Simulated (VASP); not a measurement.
# Sb (I4/mmm) in VASP: a series of runs

Aim: see how the results for Sb move with the level of theory and the settings. Levels: PBEsol, LDA. Tasks: single point.

All numbers are computed with VASP 6.6.1; they aren't measurements. Logs are shortened: lines on timing, memory, paths and dates and some standing lists are left out, and cuts for length are marked.

## 1. The cell of the first run

Symmetry: I4/mmm, No. 139, tetragonal system. The conventional cell has a = 3.153 Å, b = 3.153 Å, c = 5.424 Å, α = 90.00°, β = 90.00°, γ = 90.00°. Within 4.1 Å of Sb (site symmetry 4/mmm) lie 12 Sb at 3.15 to 3.51 Å.

## 2. Single point, PBEsol

INCAR

```
SYSTEM = Sb
ALGO = Normal
EDIFF = 1E-7
ENCUT = 520
GGA = PS
ISIF = 2
ISMEAR = -1
LASPH = .TRUE.
LCHARG = .TRUE.
LELF = .TRUE.
LREAL = .FALSE.
LVHAR = .TRUE.
LWAVE = .FALSE.
NBANDS = 8
NELM = 100
PREC = Accurate
SIGMA = 0.05
```

KPOINTS

```
k-points
0
G
  12 12 12
  0 0 0
```

POSCAR

```
Sb
1.0
   -1.5765401831      1.5765401831      2.7119384313
    1.5765401831     -1.5765401831      2.7119384313
    1.5765401831      1.5765401831     -2.7119384313
Sb
1
Direct
    0.0000000000      0.0000000000      0.0000000000
```

Potentials or basis: VASP PAW PBE potentials, release 64 (Sb).

Command:

```bash
cat potpaw_PBE.64/Sb/POTCAR > POTCAR
mpirun -np 1 vasp_std > vasp.out
```

OUTCAR:

```text
SYSTEM = Sb
   EDIFF = 1E-7
   ENCUT = 520
   GGA = PS
   ISIF = 2
   ISMEAR = -1
   LASPH = .TRUE.
   LREAL = .FALSE.
   NELM = 100
   PREC = Accurate

 ion  position               nearest neighbor table
   1  0.000  0.000  0.000-

  LATTYP: Found a body centered tetragonal cell.
 ALAT       =     3.1530803662
 C/A-ratio  =     1.7201835135

  Lattice vectors:

 A1 = (  -1.5765401831,   1.5765401831,   2.7119384313)
 A2 = (   1.5765401831,  -1.5765401831,   2.7119384313)
 A3 = (   1.5765401831,   1.5765401831,  -2.7119384313)

Analysis of symmetry for initial positions (statically):
=====================================================================
 Subroutine PRICEL returns:
 Original cell was already a primitive cell.

 Routine SETGRP: Setting up the symmetry group for a
 body centered tetragonal supercell.

 Subroutine GETGRP returns: Found 16 space group operations
 (whereof 16 operations were pure point group operations)
 out of a pool of 16 trial point group operations.

The static configuration has the point symmetry D_4h.

Analysis of symmetry for dynamics (positions and initial velocities):
=====================================================================
 Subroutine PRICEL returns:
 Original cell was already a primitive cell.

 Routine SETGRP: Setting up the symmetry group for a
 body centered tetragonal supercell.

 Subroutine GETGRP returns: Found 16 space group operations
 (whereof 16 operations were pure point group operations)
 out of a pool of 16 trial point group operations.

The dynamic configuration has the point symmetry D_4h.

 Subroutine INISYM returns: Found 16 space group operations
 (whereof 16 operations are pure point group operations),
 and found     1 'primitive' translations

----------------------------------------------------------------------------------------

                                     Primitive cell

  volume of cell :      26.9619

  direct lattice vectors                    reciprocal lattice vectors
    -1.576540183  1.576540183  2.711938431     0.000000000  0.317150178  0.184369967
     1.576540183 -1.576540183  2.711938431     0.317150178  0.000000000  0.184369967
     1.576540183  1.576540183 -2.711938431     0.317150178  0.317150178  0.000000000

  length of vectors
     3.510778824  3.510778824  3.510778824     0.366846726  0.366846726  0.448518083

  position of ions in fractional coordinates (direct lattice)
     0.000000000  0.000000000  0.000000000

  ion indices of the primitive-cell ions
   primitive index   ion index
                 1           1

----------------------------------------------------------------------------------------

 KPOINTS: k-points

Automatic generation of k-mesh.
 Grid dimensions read from file:
 generate k-points for:   12   12   12

 Generating k-lattice:

  Cartesian coordinates                     Fractional coordinates (reciprocal lattice)
     0.000000000  0.026429182  0.015364164     0.083333333 -0.000000000  0.000000000
     0.026429182  0.000000000  0.015364164    -0.000000000  0.083333333  0.000000000
     0.026429182  0.026429182  0.000000000     0.000000000  0.000000000  0.083333333

  Length of vectors
     0.030570561  0.030570561  0.037376507

  Shift w.r.t. Gamma in fractional coordinates (k-lattice)
     0.000000000  0.000000000  0.000000000

 Subroutine IBZKPT returns following result:
 ===========================================

 Found    163 irreducible k-points:

 Following reciprocal coordinates:
            Coordinates               Weight
  0.000000  0.000000  0.000000      1.000000
  0.083333  0.000000 -0.000000      8.000000
  0.166667  0.000000 -0.000000      8.000000
  0.250000 -0.000000  0.000000      8.000000
  0.333333  0.000000 -0.000000      8.000000
  0.416667  0.000000 -0.000000      8.000000
[... 16 lines left out ...]
  0.500000  0.166667  0.000000     16.000000
 -0.416667  0.166667  0.000000     16.000000
 [... further k-points ...]
   k-points           NKPTS =    163   k-points in BZ     NKDIM =    163   number of bands    NBANDS=      8
   number of dos      NEDOS =    301   number of ions     NIONS =      1
   total plane-waves  NPLWV =  21952
   dimension x,y,z NGX =    28 NGY =   28 NGZ =   28
   dimension x,y,z NGXF=    56 NGYF=   56 NGZF=   56
   ions per type =               1
   NGX,Y,Z   is equivalent  to a cutoff of  13.26, 13.26, 13.26 a.u.
   NGXF,Y,Z  is equivalent  to a cutoff of  26.52, 26.52, 26.52 a.u.
 SYSTEM =  Sb
   PREC   = accura    normal or accurate (medium, high low for compatibility)
   ISTART =      0    job   : 0-new  1-cont  2-samecut
   ICHARG =      2    charge: 1-file 2-atom 10-const
   ISPIN  =      1    spin polarized calculation?
   LNONCOLLINEAR =      F non collinear calculations
   LSORBIT =      F    spin-orbit coupling
   LASPH  =      T    aspherical Exc in radial PAW
   ENCUT  =  520.0 eV  38.22 Ry    6.18 a.u.   6.53  6.53  6.53*2*pi/ulx,y,z
   NELM   =    100;   NELMIN=  2; NELMDL= -5     # of ELM steps
   EDIFF  = 0.1E-06   stopping-criterion for ELM
   LREAL  =      F    real-space projection
   EDIFFG = 0.1E-05   stopping-criterion for IOM
   NSW    =      0    number of steps for IOM
   IBRION =     -1    ionic relax: 0-MD 1-quasi-New 2-CG
   NFREE  =      0    steps in history (QN), initial steepest desc. (CG)
   ISIF   =      2    stress and relaxation
   ISYM   =      2    0-nonsym 1-usesym 2-fastsym
   POTIM  = 0.5000    time-step for ionic-motion
   TEBEG  =    0.0;   TEEND  =   0.0 temperature during run
   PSTRESS=    0.0 pullay stress
   NELECT =       5.0000    total number of electrons
   NUPDOWN=      -1.0000    fix difference up-down
   EMIN   =  10.00;   EMAX   =-10.00  energy-range for DOS
   EFERMI =   0.00;   METHOD = LEGACY
   ISMEAR =    -1;   SIGMA  =   0.05  broadening in eV -4-tet -1-fermi 0-gaus
   EFERMI_NEDOS =   21; number of points for ismear=-14 and -15
   IALGO  =     38    algorithm
   IMIX   =      4    mixing-type and parameters
     AMIX     =   0.40;   BMIX     =  1.00
     AMIX_MAG =   1.60;   BMIX_MAG =  1.00
  volume/ion in A,a.u.               =      26.96       181.95
  Fermi-wavevector in a.u.,A,eV,Ry     =   0.933573  1.764197 11.858269  0.871558
  Thomas-Fermi vector in A             =   2.060288
   LORBIT       =      0    0 simple, 1 ext, 2 COOP (PROOUT), +10 PAW based schemes
   GGA     = PS    functional components
   LHFCALC =     F    Hartree Fock is set to
   AEXX    =    0.0000 exact exchange contribution
   IVDW    =     0    specifies the selected vdW correction
   LEPSILON=     F    determine dielectric tensor
   LRPA    =     F    only Hartree local field effects (RPA)
 non-spin polarized calculation
  energy-cutoff  :      520.00
  volume of cell :       26.96
 maximum number of plane-waves:       748
 NGX is ok and might be reduce to    28
   NGX = 13   NGY = 13   NGZ = 13

 number of electron       5.0000000 magnetization

 Free energy of the ion-electron system (eV)
  ---------------------------------------------------
  ext. energy  EPLUGINS =         0.00000000
  ---------------------------------------------------
  free energy    TOTEN  =        -4.31519007 eV

  energy without entropy =       -4.30967192  energy(sigma->0) =       -4.31243100

 E-fermi :   8.3638     XC(G=0): -10.3172

 val. band max:        8.3217317037   @ k =  -0.3333   0.3333   0.0000
 cond. band min:       8.3917894308   @ k =   0.3333   0.1667   0.0833
 fundamental gap:      0.0700577271
 Fermi energy:         8.3637840635

 k-point     1 :       0.0000    0.0000    0.0000
  band No.  band energies     occupation
      1      -4.5946      2.00000
      2      13.0062      0.00000
      3      13.7967      0.00000
      4      13.7967      0.00000
      5      17.7778      0.00000
      6      19.0181      0.00000
      7      19.0301      0.00000
      8      19.1252      0.00000

 k-point     2 :       0.0833    0.0000   -0.0000
  band No.  band energies     occupation
      1      -4.4552      2.00000
      2      12.3100      0.00000
      3      12.9394      0.00000
      4      13.7663      0.00000
      5      17.5118      0.00000
      6      18.1085      0.00000
      7      18.9745      0.00000
      8      19.3514      0.00000

 k-point     3 :       0.1667    0.0000   -0.0000
  band No.  band energies     occupation
      1      -4.0392      2.00000
      2      10.0599      0.00000
      3      12.1130      0.00000
      4      13.7052      0.00000
      5      16.3942      0.00000
      6      17.9014      0.00000
      7      19.8944      0.00000
      8      19.9557      0.00000

 k-point     4 :       0.2500   -0.0000    0.0000
  band No.  band energies     occupation
      1      -3.3557      2.00000
      2       7.6060      2.00000
      3      11.3284      0.00000
      4      13.6667      0.00000
      5      15.5433      0.00000
      6      17.7613      0.00000
      7      20.4733      0.00000
      8      21.2333      0.00000

 k-point     5 :       0.3333    0.0000   -0.0000
  band No.  band energies     occupation
      1      -2.4344      2.00000
      2       5.3332      2.00000
      3      10.6897      0.00000
      4      13.6761      0.00000
      5      14.9493      0.00000
      6      17.8384      0.00000
      7      19.9357      0.00000
      8      20.4848      0.00000
[... 177 lines left out ...]
 k-point    22 :       0.4167    0.1667   -0.0000
  band No.  band energies     occupation
      1      -0.4894      2.00000
      2       3.3455      2.00000
      3       9.1023      0.00000
      4      10.6523      0.00000
      5      15.1296      0.00000
      6      16.7908      0.00000
      7      21.0074      0.00000
      8      22.2611      0.00000

 k-point    23 :       0.5000    0.1667    0.0000
  band No.  band energies     occupation
      1      -0.4675      2.00000
      2       3.3013      2.00000
      3       9.2948      0.00000
      4      10.8599      0.00000
      5      14.8597      0.00000
      6      16.6624      0.00000
      7      20.4635      0.00000
      8      21.8764      0.00000

 k-point    24 :      -0.4167    0.1667    0.0000
  band No.  band energies     occupation
      1      -1.3983      2.00000
      2       4.7487      2.00000
      3       9.6604      0.00000
      4      11.1573      0.00000
      5      14.9806      0.00000
      6      16.7715      0.00000
      7      18.8553      0.00000
      8      22.1707      0.00000

 [... further k-points ...]
[... 5 lines left out ...]
  --------------------------------------------------------------------------------------
  -------------------------------------------------------------------------------------
  Total       -0.1769618     -0.1769618     -0.2847902      0.0000000      0.0000000      0.0000000
  in kB      -10.5157469    -10.5157469    -16.9233267      0.0000000      0.0000000      0.0000000
  external PRESSURE =     -12.6516068 kB  Pullay stress =       0.0000000 kB

 VOLUME and BASIS-vectors are now :
 -----------------------------------------------------------------------------
  energy-cutoff  :      520.00
  volume of cell :       26.96
      direct lattice vectors                 reciprocal lattice vectors
    -1.576540183  1.576540183  2.711938431     0.000000000  0.317150178  0.184369967
     1.576540183 -1.576540183  2.711938431     0.317150178  0.000000000  0.184369967
     1.576540183  1.576540183 -2.711938431     0.317150178  0.317150178  0.000000000

 POSITION                                       TOTAL-FORCE (eV/Angst)
 -----------------------------------------------------------------------------------
      0.00000      0.00000      0.00000        -0.000000     -0.000000     -0.000000
 -----------------------------------------------------------------------------------
    total drift:                               -0.000000      0.000000      0.000000

  FREE ENERGIE OF THE ION-ELECTRON SYSTEM (eV)
  ---------------------------------------------------
  free  energy   TOTEN  =        -4.3151900737 eV

  energy  without entropy=       -4.3096719231  energy(sigma->0) =       -4.31243100
```

Run time: 43 s. Hardware: 1 thread of Intel Xeon Platinum 8488C (Sapphire Rapids), shared host; peak memory 0.18 GiB.

Results:

```
Free energy : -4.3152 eV
Pressure    : -1.3 GPa
```

Stress tensor (GPa, compression positive):
```
-1.05  0.00  0.00
 0.00 -1.05  0.00
 0.00  0.00 -1.69
```

Caveat: the PAW data sets were made with another functional, which shifts forces and pressure a little; spin-orbit coupling is left out, which moves the levels of the heavy elements.

(Continued in part 2 of 2.)
